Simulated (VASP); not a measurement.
A run of VASP 6.6.1 is set up as follows.

File INCAR:

```
SYSTEM = Ta
  PREC = Accurate
  ENCUT = 600
  EDIFF = 1E-6
  ISMEAR = -1
  SIGMA = 0.05
  LREAL = .False.
  LASPH = .True.
  NELM = 100
  ALGO = Normal
  ISIF = 3
  LWAVE = .False.
  LCHARG = .False.
  GGA = CA
  IBRION = 2
  NSW = 60
  EDIFFG = -0.005
```

The input KPOINTS:

```
regular mesh
0
Gamma
  18 18 18
  0 0 0
```

File POSCAR:

```
Ta
1.0
   -1.6276760640      1.6276760640      1.6276760640
    1.6276760640     -1.6276760640      1.6276760640
    1.6276760640      1.6276760640     -1.6276760640
Ta
1
Direct
    0.0000000000      0.0000000000      0.0000000000
```

Potentials or basis: VASP PAW LDA potentials, release 64 (Ta_pv).

Command:

```console
$ cat potpaw_LDA.64/Ta_pv/POTCAR > POTCAR
$ mpirun -np 1 vasp_std > vasp.out
```

Problem. What does it give for the space group after relaxing (to 0.1 Å)?

Solution. Im-3m (No. 229).

Problem. What does it give for the relaxed volume?

Solution. 17.28 Å³/atom.

Final structure:
```xyz
1
Lattice="-1.6286 1.6286 1.6286 1.6286 -1.6286 1.6286 1.6286 1.6286 -1.6286" Properties=species:S:1:pos:R:3 pbc="T T T"
Ta    0.0000    0.0000    0.0000
```
